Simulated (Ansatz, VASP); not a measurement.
# BeS in VASP and in Ansatz

```
Be S
1.0
     0.00000    2.43828    2.43828
     2.43828    0.00000    2.43828
     2.43828    2.43828    0.00000
Be S
1 1
Direct
  0.75000 0.75000 0.75000
  0.00000 0.00000 0.00000
```

Alike in both runs: task single point; functional PBE; k mesh 8 × 8 × 8; occupations gaussian, width 0.02 eV; no spin polarisation.

```csv
,VASP,Ansatz
version,VASP 6.6.1,Ansatz 0.2.0
potentials or method,"VASP PAW PBE potentials, release 64 (Be, S), cutoff 520 eV","scalar-relativistic, plane waves, PAW"
valence electrons in the cell,8,8
```

Ansatz gave:

* gap on the k mesh at the Fermi level (eV): 3.15
* least direct gap on the mesh (eV): 5.66

**Question.** What did VASP give for the same quantities?

**Answer.** gap on the k mesh at the Fermi level (eV): 3.15; least direct gap on the mesh (eV): 5.68.
